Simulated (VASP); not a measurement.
A run of VASP 6.6.1 is set up as follows.

Contents of INCAR:

```
  ALGO = Normal
  EDIFF = 1E-6
  ENCUT = 520
  GGA = PE
  ISIF = 2
  ISMEAR = 0
  LASPH = True
  LCHARG = False
  LREAL = False
  LWAVE = False
  NBANDS = 15
  NELM = 60
  PREC = Accurate
  SIGMA = 0.05
```

The input KPOINTS:

```
k-points
0
Gamma
  12 12 12
```

File POSCAR:

```
BaH4
1.0
   -1.6082601495      1.6082601495      3.4899752582
    1.6082601495     -1.6082601495      3.4899752582
    1.6082601495      1.6082601495     -3.4899752582
Ba H
1 4
Direct
    0.0000000000      0.0000000000      0.0000000000
    0.7500000000      0.2500000000      0.5000000000
    0.2500000000      0.7500000000      0.5000000000
    0.4415352664      0.4415352664      0.0000000000
    0.5584647336      0.5584647336      0.0000000000
```

Potentials or basis: VASP PAW PBE potentials, release 64 (Ba_sv, H).

The run is started by

```sh
$ cat potpaw_PBE.64/Ba_sv/POTCAR potpaw_PBE.64/H/POTCAR > POTCAR
$ mpirun -np 1 vasp_std > vasp.out
```

**Question.** Predict the largest force.

**Answer.** 0.040 eV/Å.

**Question.** What does it give for the pressure?

**Answer.** 50.1 GPa.

**Question.** Predict the band gap on the k mesh.

**Answer.** Zero (band 7 reaches 4.86 eV, above the bottom of band 8 at 4.64 eV).

Stress tensor (GPa, compression positive):
```
63.88  0.00  0.00
 0.00 63.88  0.00
 0.00  0.00 22.45
```

Caveat: spin-orbit coupling is left out, which moves the levels of the heavy elements.
